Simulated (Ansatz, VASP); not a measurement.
# Two plane-wave programs on MgB2

INCAR

```
ALGO = Normal
EDIFF = 1E-6
EDIFFG = -0.01
ENCUT = 600
GGA = PS
IBRION = 2
ISIF = 3
ISMEAR = -1
IVDW = 12
LASPH = True
LCHARG = False
LREAL = False
LWAVE = False
NELM = 60
NSW = 60
PREC = Accurate
SIGMA = 0.05
```

The input KPOINTS:

```
k-points
0
Gamma
  10 10 8
```

The input POSCAR:

```
MgB2
1.0
    3.0850000000      0.0000000000      0.0000000000
   -1.5425000000      2.6716883707      0.0000000000
    0.0000000000      0.0000000000      3.5230000000
Mg B
1 2
Direct
    0.0000000000      0.0000000000      0.0000000000
    0.6666666667      0.3333333333      0.5000000000
    0.3333333333      0.6666666667      0.5000000000
```

Contents of input.yaml:

```yaml
crystal:
  lattice:
    - [3.085, 0.0, 0.0]
    - [-1.5425, 2.6716883707, 0.0]
    - [0.0, 0.0, 3.523]
  atoms:
    - { symbol: Mg, position: [0.0, 0.0, 0.0] }
    - { symbol: B, position: [0.6666666667, 0.3333333333, 0.5] }
    - { symbol: B, position: [0.3333333333, 0.6666666667, 0.5] }
hamiltonian:
  xc: pbesol
  pseudopotentials: { kind: paw }
  dispersion: d3bj
kpoints:
  mp_grid: { grid: [10, 10, 8] }
scf:
  occupations: { method: fermi_dirac, width: 0.05 }
output:
  forces: true
  stress: true
  eigenvalues: true
relax:
  f_tol: 0.01
  max_steps: 40
  cell: { stress_tol: 0.05 }
```

Alike in both runs: task relaxation of cell and atoms; functional PBEsol; dispersion D3(BJ); k mesh 10 × 10 × 8; occupations fermi-dirac, width 0.05 eV; no spin polarisation.

```csv
,VASP,Ansatz
version,VASP 6.6.1,Ansatz 0.2.0
potentials or method,"VASP PAW PBE potentials, release 64 (Mg, B)",Ansatz PAW
plane-wave cutoff (eV),600,420
valence electrons in the cell,8,16
```

VASP gave:

* gap on the k mesh at the Fermi level, each at its own relaxed structure (eV): none
* relaxed volume (Å³/atom): 9.20
* relaxed cell length with the largest relative difference (Å): 3.432

Task: Estimate Ansatz's values.

Result: gap on the k mesh at the Fermi level, each at its own relaxed structure (eV): none; relaxed volume (Å³/atom): 9.21; relaxed cell length with the largest relative difference (Å): 3.434.

VASP's potentials were made for PBE, not for PBEsol. A gap of «none» marks a metal or a gap that the smearing closes. VASP's potentials hold 8 valence electrons a cell and Ansatz's 16, so a difference there can come from the potentials and not from the codes.

Noted on Ansatz's run: the plane-wave basis is chosen anew once the cell has moved, so the energies of steps on either side of that aren't comparable.
